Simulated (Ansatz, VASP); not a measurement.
Two plane-wave programs on MgAu

Contents of INCAR:

```
SYSTEM = MgAu
  ALGO = Normal
  EDIFF = 1E-6
  ENCUT = 520
  ISIF = 2
  ISMEAR = 1
  LASPH = .True.
  LCHARG = .False.
  LREAL = .False.
  LWAVE = .False.
  NBANDS = 14
  NELM = 100
  PREC = Accurate
  SIGMA = 0.1
```

Contents of KPOINTS:

```
k-points
0
Gamma
  9 9 9
  0 0 0
```

File POSCAR:

```
MgAu
1.0
    3.2698273221      0.0000000000      0.0000000000
    0.0000000000      3.2698273221      0.0000000000
    0.0000000000      0.0000000000      3.2698273221
Mg Au
1 1
Direct
    0.5000000000      0.5000000000      0.5000000000
    0.0000000000      0.0000000000      0.0000000000
```

Input for Ansatz:

```yaml
crystal:
  lattice:
    - [3.2698273220636684, 0.0, 0.0]
    - [0.0, 3.2698273220636684, 0.0]
    - [0.0, 0.0, 3.2698273220636684]
  atoms:
    - { symbol: Mg, position: [0.5, 0.5, 0.5] }
    - { symbol: Au, position: [0.0, 0.0, 0.0] }
accuracy: medium
basis:
  ecutwfc: 470.0
  ecutrho_ratio: 8
kpoints:
  mp_grid:
    grid: [9, 9, 9]
hamiltonian:
  xc: lda
scf:
  convergence:
    dr2_threshold: 1.0e-09
  mixing:
    algorithm: broyden
    beta: 0.1
  occupations:
    method: methfessel_paxton
  eigensolver:
    kind: davidson
output:
  stress: true
```

Alike in both runs: task single point; functional LDA; k mesh 9 × 9 × 9; no spin polarisation.

|  | VASP | Ansatz |
| --- | --- | --- |
| version | VASP 6.6.1 | Ansatz 0.2.0 |
| potentials or method | VASP PAW LDA potentials, release 64 (Mg, Au), cutoff 520 eV | plane waves, PAW |
| occupations | methfessel-paxton of order 1, width 0.1 eV | methfessel-paxton of order 1 |
| valence electrons in the cell | 13 | 29 |

|  | VASP | Ansatz | Ansatz less VASP |
| --- | --- | --- | --- |
| pressure (GPa) | -4.6 | -4.3 | +0.35 |

LDA's correlation is that of Perdew and Zunger in VASP and of Perdew and Wang (1992) in Ansatz. VASP's potentials hold 13 valence electrons a cell and Ansatz's 29, so a difference there can come from the potentials and not from the codes. Ansatz's warnings: stress scf threshold loose.

Neither program's run includes spin-orbit coupling.
